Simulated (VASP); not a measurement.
# SnSe (Fm-3m) in VASP: further runs

Runs on SnSe. Level: PBE. Tasks: single point.

All numbers are computed with VASP 6.6.1; they aren't measurements. Logs are shortened: lines on timing, memory, paths and dates and some standing lists are left out, and cuts for length are marked.

**1. The cell of the first run**

The structure is cubic, space group Fm-3m (No. 225). The conventional cell has a = 5.938 Å, b = 5.938 Å, c = 5.938 Å, α = 90.00°, β = 90.00°, γ = 90.00°. Sn (site symmetry m-3m) has 6 Se at 2.97 Å within 3.9 Å. Within 3.9 Å of Se (site symmetry m-3m) lie 6 Sn at 2.97 Å.

**2. Single point, PBE (volume scaled by 0.94)**

File INCAR:

```
  PREC = Accurate
  ENCUT = 520
  EDIFF = 1E-7
  ISMEAR = 0
  SIGMA = 0.02
  LREAL = False
  LASPH = True
  NELM = 100
  ALGO = Normal
  ISIF = 2
  LWAVE = False
  LCHARG = False
  GGA = PE
  NBANDS = 17
```

File KPOINTS:

```
regular mesh
0
Gamma
  10 10 10
```

File POSCAR:

```
SnSe
1.0
    0.0000000000      2.9689401831      2.9689401831
    2.9689401831      0.0000000000      2.9689401831
    2.9689401831      2.9689401831      0.0000000000
Sn Se
1 1
Direct
    0.0000000000      0.0000000000      0.0000000000
    0.5000000000      0.5000000000      0.5000000000
```

Potentials or basis: VASP PAW PBE potentials, release 64 (Sn_d, Se).

On the command line:

```bash
$ cat potpaw_PBE.64/Sn_d/POTCAR potpaw_PBE.64/Se/POTCAR > POTCAR
$ mpirun -np 1 vasp_std > vasp.out
```

OUTCAR:

```text
PREC = Accurate
   ENCUT = 520
   EDIFF = 1E-7
   ISMEAR = 0
   LREAL = False
   LASPH = True
   NELM = 100
   ISIF = 2
   GGA = PE

 ion  position               nearest neighbor table
   1  0.000  0.000  0.000-   2 2.97   2 2.97   2 2.97   2 2.97   2 2.97   2 2.97
   2  0.500  0.500  0.500-   1 2.97   1 2.97   1 2.97   1 2.97   1 2.97   1 2.97

  LATTYP: Found a face centered cubic cell.
 ALAT       =     5.9378803662

  Lattice vectors:

 A1 = (   0.0000000000,   2.9689401831,   2.9689401831)
 A2 = (   2.9689401831,   0.0000000000,   2.9689401831)
 A3 = (   2.9689401831,   2.9689401831,   0.0000000000)

Analysis of symmetry for initial positions (statically):
=====================================================================
 Subroutine PRICEL returns:
 Original cell was already a primitive cell.

 Routine SETGRP: Setting up the symmetry group for a
 face centered cubic supercell.

 Subroutine GETGRP returns: Found 48 space group operations
 (whereof 48 operations were pure point group operations)
 out of a pool of 48 trial point group operations.

The static configuration has the point symmetry O_h .

Analysis of symmetry for dynamics (positions and initial velocities):
=====================================================================
 Subroutine PRICEL returns:
 Original cell was already a primitive cell.

 Routine SETGRP: Setting up the symmetry group for a
 face centered cubic supercell.

 Subroutine GETGRP returns: Found 48 space group operations
 (whereof 48 operations were pure point group operations)
 out of a pool of 48 trial point group operations.

The dynamic configuration has the point symmetry O_h .

 Subroutine INISYM returns: Found 48 space group operations
 (whereof 48 operations are pure point group operations),
 and found     1 'primitive' translations

----------------------------------------------------------------------------------------

                                     Primitive cell

  volume of cell :      52.3401

  direct lattice vectors                    reciprocal lattice vectors
     0.000000000  2.968940183  2.968940183    -0.168410264  0.168410264  0.168410264
     2.968940183  0.000000000  2.968940183     0.168410264 -0.168410264  0.168410264
     2.968940183  2.968940183  0.000000000     0.168410264  0.168410264 -0.168410264

  length of vectors
     4.198715473  4.198715473  4.198715473     0.291695134  0.291695134  0.291695134

  position of ions in fractional coordinates (direct lattice)
     0.000000000  0.000000000  0.000000000
     0.500000000  0.500000000  0.500000000

  ion indices of the primitive-cell ions
   primitive index   ion index
                 1           1
                 2           2

----------------------------------------------------------------------------------------

 KPOINTS: regular mesh

Automatic generation of k-mesh.
 Grid dimensions read from file:
 generate k-points for:   10   10   10

 Generating k-lattice:

  Cartesian coordinates                     Fractional coordinates (reciprocal lattice)
    -0.016841026  0.016841026  0.016841026     0.100000000  0.000000000  0.000000000
     0.016841026 -0.016841026  0.016841026     0.000000000  0.100000000  0.000000000
     0.016841026  0.016841026 -0.016841026     0.000000000  0.000000000  0.100000000

  Length of vectors
     0.029169513  0.029169513  0.029169513

  Shift w.r.t. Gamma in fractional coordinates (k-lattice)
     0.000000000  0.000000000  0.000000000

 Subroutine IBZKPT returns following result:
 ===========================================

 Found     47 irreducible k-points:

 Following reciprocal coordinates:
            Coordinates               Weight
  0.000000  0.000000  0.000000      1.000000
  0.100000  0.000000  0.000000      8.000000
  0.200000  0.000000  0.000000      8.000000
  0.300000  0.000000  0.000000      8.000000
  0.400000  0.000000  0.000000      8.000000
  0.500000  0.000000  0.000000      4.000000
[... 16 lines left out ...]
  0.300000  0.300000  0.000000      6.000000
  0.400000  0.300000  0.000000     24.000000
 [... further k-points ...]
   k-points           NKPTS =     47   k-points in BZ     NKDIM =     47   number of bands    NBANDS=     17
   number of dos      NEDOS =    301   number of ions     NIONS =      2
   total plane-waves  NPLWV =  32768
   dimension x,y,z NGX =    32 NGY =   32 NGZ =   32
   dimension x,y,z NGXF=    64 NGYF=   64 NGZF=   64
   ions per type =               1   1
   NGX,Y,Z   is equivalent  to a cutoff of  12.67, 12.67, 12.67 a.u.
   NGXF,Y,Z  is equivalent  to a cutoff of  25.34, 25.34, 25.34 a.u.
 SYSTEM =  unknown system
   PREC   = accura    normal or accurate (medium, high low for compatibility)
   ISTART =      0    job   : 0-new  1-cont  2-samecut
   ICHARG =      2    charge: 1-file 2-atom 10-const
   ISPIN  =      1    spin polarized calculation?
   LNONCOLLINEAR =      F non collinear calculations
   LSORBIT =      F    spin-orbit coupling
   LASPH  =      T    aspherical Exc in radial PAW
   ENCUT  =  520.0 eV  38.22 Ry    6.18 a.u.   7.81  7.81  7.81*2*pi/ulx,y,z
   NELM   =    100;   NELMIN=  2; NELMDL= -5     # of ELM steps
   EDIFF  = 0.1E-06   stopping-criterion for ELM
   LREAL  =      F    real-space projection
   EDIFFG = 0.1E-05   stopping-criterion for IOM
   NSW    =      0    number of steps for IOM
   IBRION =     -1    ionic relax: 0-MD 1-quasi-New 2-CG
   NFREE  =      0    steps in history (QN), initial steepest desc. (CG)
   ISIF   =      2    stress and relaxation
   ISYM   =      2    0-nonsym 1-usesym 2-fastsym
   POTIM  = 0.5000    time-step for ionic-motion
   TEBEG  =    0.0;   TEEND  =   0.0 temperature during run
   PSTRESS=    0.0 pullay stress
   NELECT =      20.0000    total number of electrons
   NUPDOWN=      -1.0000    fix difference up-down
   EMIN   =  10.00;   EMAX   =-10.00  energy-range for DOS
   EFERMI =   0.00;   METHOD = LEGACY
   ISMEAR =     0;   SIGMA  =   0.02  broadening in eV -4-tet -1-fermi 0-gaus
   EFERMI_NEDOS =   21; number of points for ismear=-14 and -15
   IALGO  =     38    algorithm
   IMIX   =      4    mixing-type and parameters
     AMIX     =   0.40;   BMIX     =  1.00
     AMIX_MAG =   1.60;   BMIX_MAG =  1.00
  volume/ion in A,a.u.               =      26.17       176.60
  Fermi-wavevector in a.u.,A,eV,Ry     =   1.187973  2.244944 19.201641  1.411281
  Thomas-Fermi vector in A             =   2.324113
   LORBIT       =      0    0 simple, 1 ext, 2 COOP (PROOUT), +10 PAW based schemes
   GGA     = PE    functional components
   LHFCALC =     F    Hartree Fock is set to
   AEXX    =    0.0000 exact exchange contribution
   IVDW    =     0    specifies the selected vdW correction
   LEPSILON=     F    determine dielectric tensor
   LRPA    =     F    only Hartree local field effects (RPA)
 non-spin polarized calculation
 Gauss-broadening in eV      SIGMA  =   0.02
  energy-cutoff  :      520.00
  volume of cell :       52.34
 maximum number of plane-waves:      1423
   NGX = 15   NGY = 15   NGZ = 15

 number of electron      20.0000006 magnetization

 Free energy of the ion-electron system (eV)
  ---------------------------------------------------
  ext. energy  EPLUGINS =         0.00000000
  ---------------------------------------------------
  free energy    TOTEN  =        -8.18266075 eV

  energy without entropy =       -8.18266075  energy(sigma->0) =       -8.18266075

 E-fermi :   6.2286     XC(G=0):  -9.7863

 val. band max:        6.0398689894   @ k =  -0.2000   0.2000   0.0000
 cond. band min:       6.5600867629   @ k =  -0.4000   0.1000   0.0000
 fundamental gap:      0.5202177736
 Fermi energy:         6.2285805159

 k-point     1 :       0.0000    0.0000    0.0000
  band No.  band energies     occupation
      1     -15.5420      2.00000
      2     -15.5420      2.00000
      3     -15.5420      2.00000
      4     -15.5414      2.00000
      5     -15.5414      2.00000
      6      -8.0960      2.00000
[... 9 lines left out ...]
     16      11.8697      0.00000
     17      14.2267      0.00000

 k-point     2 :       0.1000    0.0000    0.0000
  band No.  band energies     occupation
      1     -15.5425      2.00000
      2     -15.5425      2.00000
      3     -15.5417      2.00000
      4     -15.5404      2.00000
      5     -15.5404      2.00000
      6      -8.0198      2.00000
[... 9 lines left out ...]
     16      12.1275      0.00000
     17      14.9944      0.00000

 k-point     3 :       0.2000    0.0000    0.0000
  band No.  band energies     occupation
      1     -15.5449      2.00000
      2     -15.5449      2.00000
      3     -15.5409      2.00000
      4     -15.5365      2.00000
      5     -15.5365      2.00000
      6      -7.8048      2.00000
[... 9 lines left out ...]
     16      12.7817      0.00000
     17      16.6215      0.00000

 k-point     4 :       0.3000    0.0000    0.0000
  band No.  band energies     occupation
      1     -15.5479      2.00000
      2     -15.5479      2.00000
      3     -15.5401      2.00000
      4     -15.5318      2.00000
      5     -15.5318      2.00000
      6      -7.4981      2.00000
[... 9 lines left out ...]
     16      13.7923      0.00000
     17      18.2886      0.00000
[... 343 lines left out ...]
      1     -15.5486      2.00000
      2     -15.5470      2.00000
      3     -15.5390      2.00000
      4     -15.5343      2.00000
      5     -15.5304      2.00000
      6      -7.3942      2.00000
[... 9 lines left out ...]
     16      15.6111      0.00000
     17      15.9598      0.00000

 k-point    23 :       0.3000    0.3000    0.0000
  band No.  band energies     occupation
      1     -15.5618      2.00000
      2     -15.5471      2.00000
      3     -15.5355      2.00000
      4     -15.5284      2.00000
      5     -15.5284      2.00000
      6      -7.2992      2.00000
[... 9 lines left out ...]
     16      16.3562      0.00000
     17      16.3562      0.00000

 k-point    24 :       0.4000    0.3000    0.0000
  band No.  band energies     occupation
      1     -15.5662      2.00000
      2     -15.5470      2.00000
      3     -15.5359      2.00000
      4     -15.5262      2.00000
      5     -15.5251      2.00000
      6      -7.0711      2.00000
[... 9 lines left out ...]
     16      16.9210      0.00000
     17      17.5390      0.00000

 [... further k-points ...]

------------------------ aborting loop because EDIFF is reached ----------------------------------------

  FORCE on cell =-STRESS in cart. coord.  units (eV):
  Direction    XX          YY          ZZ          XY          YZ          ZX
  --------------------------------------------------------------------------------------
  -------------------------------------------------------------------------------------
  Total        1.1191257      1.1191257      1.1191257      0.0000000     -0.0000000      0.0000000
  in kB       34.2574553     34.2574553     34.2574553      0.0000000     -0.0000000      0.0000000
  external PRESSURE =      34.2574553 kB  Pullay stress =       0.0000000 kB

 VOLUME and BASIS-vectors are now :
 -----------------------------------------------------------------------------
  energy-cutoff  :      520.00
  volume of cell :       52.34
      direct lattice vectors                 reciprocal lattice vectors
     0.000000000  2.968940183  2.968940183    -0.168410264  0.168410264  0.168410264
     2.968940183  0.000000000  2.968940183     0.168410264 -0.168410264  0.168410264
     2.968940183  2.968940183  0.000000000     0.168410264  0.168410264 -0.168410264

 POSITION                                       TOTAL-FORCE (eV/Angst)
 -----------------------------------------------------------------------------------
      0.00000      0.00000      0.00000        -0.000000      0.000000      0.000000
      2.96894      2.96894      2.96894         0.000000     -0.000000     -0.000000
 -----------------------------------------------------------------------------------
    total drift:                                0.000000     -0.000000     -0.000000

  FREE ENERGIE OF THE ION-ELECTRON SYSTEM (eV)
  ---------------------------------------------------
  free  energy   TOTEN  =        -8.1826607493 eV

  energy  without entropy=       -8.1826607493  energy(sigma->0) =       -8.18266075
```

It took 15 s on 1 thread of Intel Xeon Platinum 8559C (Emerald Rapids), shared host; peak memory 0.19 GiB.

Results:

| Property | Result |
| --- | --- |
| Free energy | -8.1827 eV |
| Pressure | 3.4 GPa |
| Band gap on the k mesh | 0.52 eV, indirect (least direct gap 0.61 eV) |

Levels at points of the mesh, in eV from the valence-band top:
```csv
k point,band 7,band 8,band 9,band 10,band 11,band 12,band 13,band 14
"(0.00, 0.00, 0.00)",-4.91,-2.29,-2.29,-2.29,4.49,4.49,4.49,5.83
"(0.50, 0.00, 0.00)",-8.25,-2.04,-2.04,-0.02,0.75,1.24,1.24,8.38
"(0.50, 0.50, 0.00)",-6.00,-5.74,-3.82,-3.82,2.90,5.60,5.60,6.26
```

Caveat: spin-orbit coupling is left out, which moves the levels of the heavy elements. A k mesh can miss the band edges.

(Continued in part 2 of 2.)
